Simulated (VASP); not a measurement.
A run of VASP 6.6.1 is set up as follows.

INCAR

```
SYSTEM = InAs
ALGO = Normal
EDIFF = 1E-6
ENCUT = 520
GGA = PE
ISIF = 2
ISMEAR = 0
LASPH = .TRUE.
LCHARG = .TRUE.
LELF = .TRUE.
LREAL = .FALSE.
LVHAR = .TRUE.
LWAVE = .FALSE.
NBANDS = 16
NELM = 80
PREC = Accurate
SIGMA = 0.1
```

The input KPOINTS:

```
k-points
0
G
  7 7 7
  0 0 0
```

Contents of POSCAR:

```
InAs
1.0
    0.0000000000      3.0180000000      3.0180000000
    3.0180000000      0.0000000000      3.0180000000
    3.0180000000      3.0180000000      0.0000000000
In As
1 1
Direct
    0.0000000000      0.0000000000      0.0000000000
    0.7500000000      0.7500000000      0.7500000000
```

Potentials or basis: VASP PAW PBE potentials, release 64 (In_d, As).

Run with:

```bash
$ cat potpaw_PBE.64/In_d/POTCAR potpaw_PBE.64/As/POTCAR > POTCAR
$ mpirun -np 1 vasp_std > vasp.out
```

Q: Estimate the pressure.

A: 4.4 GPa.

Q: Predict the band gap on the k mesh.

A: Zero (filled and empty bands touch).

Caveat: spin-orbit coupling is left out, which moves the levels of the heavy elements.
